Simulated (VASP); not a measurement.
A run of VASP 6.6.1 is set up as follows.

The input INCAR:

```
SYSTEM = NbN
PREC = Accurate ; ENCUT = 520
EDIFF = 1E-6 ; ISMEAR = 0
SIGMA = 0.1 ; LREAL = Auto
LASPH = .TRUE. ; NELM = 80
ALGO = Normal ; ISIF = 2
LWAVE = .FALSE. ; LCHARG = .FALSE.
LDIPOL = .TRUE. ; IDIPOL = 3
DIPOL = 0.5 0.5 0.421 ; GGA = PE
NBANDS = 126 ; LUSENCCL = .FALSE.
```

File KPOINTS:

```
Automatic mesh
0
G
  4 4 1
  0 0 0
```

File POSCAR:

```
NbN
1.0
    6.2530061697      0.0000000000      0.0000000000
   -3.1265030849      5.4152621930      0.0000000000
    0.0000000000      0.0000000000     26.5203476976
Nb N
12 12
Direct
    0.1666666667      0.3333333333      0.3016551703
    0.1666666667      0.8333333333      0.3016551703
    0.6666666667      0.3333333333      0.3016551703
    0.6666666667      0.8333333333      0.3016551703
    0.5000000000      0.5000000000      0.3979125462
    0.5000000000      0.0000000000      0.3979125462
    0.0000000000      0.5000000000      0.3979125462
    0.0000000000      0.0000000000      0.3979125462
    0.8512115588      0.6957688739      0.5013871746
    0.8405936927      0.1806182878      0.4858873817
    0.3460818597      0.6957472542      0.5015744412
    0.3496465195      0.1977814708      0.5056348591
    0.3333333333      0.1666666667      0.3497838582
    0.3333333333      0.6666666667      0.3497838582
    0.8333333333      0.1666666667      0.3497838582
    0.8333333333      0.6666666667      0.3497838582
    0.6547886897      0.3420122381      0.4447476081
    0.6598978453      0.8200078219      0.4448913922
    0.1876020984      0.3420142105      0.4447625671
    0.1684923715      0.8367812236      0.4453920876
    0.0088959216      0.5169334626      0.5297858934
    0.0139103026      0.0153639962      0.5328455932
    0.5106601574      0.5206054162      0.5352703914
    0.5024211798      0.0155252996      0.5329595760
```

Potentials or basis: VASP PAW PBE potentials, release 64 (Nb_sv, N).

The run is started by

```bash
$ cat potpaw_PBE.64/Nb_sv/POTCAR potpaw_PBE.64/N/POTCAR > POTCAR
$ mpirun -np 1 vasp_std > vasp.out
```

Predict the largest force.

1.464 eV/Å.

What does it give for the band gap on the k mesh?

Zero (band 108 reaches 0.23 eV, above the bottom of band 109 at 0.13 eV).

Forces on the atoms (eV/Å):
```
Nb  -0.065  0.058  1.092
Nb   0.005  0.152  0.583
Nb   0.066  0.060  1.092
Nb   0.001  0.100  1.139
Nb  -0.002 -0.001 -0.284
Nb   0.857  0.292  0.322
Nb   0.003 -0.864  0.206
Nb  -0.861  0.291  0.321
Nb   0.012 -0.001  0.013
Nb   0.010 -0.009  0.003
Nb  -0.036 -0.012  0.004
Nb  -0.024 -0.030  0.002
N   -0.001  0.076 -0.930
N    0.083 -0.078 -1.007
N   -0.002 -0.012 -1.464
N   -0.081 -0.079 -1.007
N   -0.015  0.009  0.002
N    0.007 -0.007  0.005
N    0.005  0.015 -0.004
N    0.011  0.003 -0.013
N    0.011  0.023 -0.034
N    0.016  0.016 -0.011
N    0.002 -0.001 -0.029
N   -0.004 -0.001  0.000
```
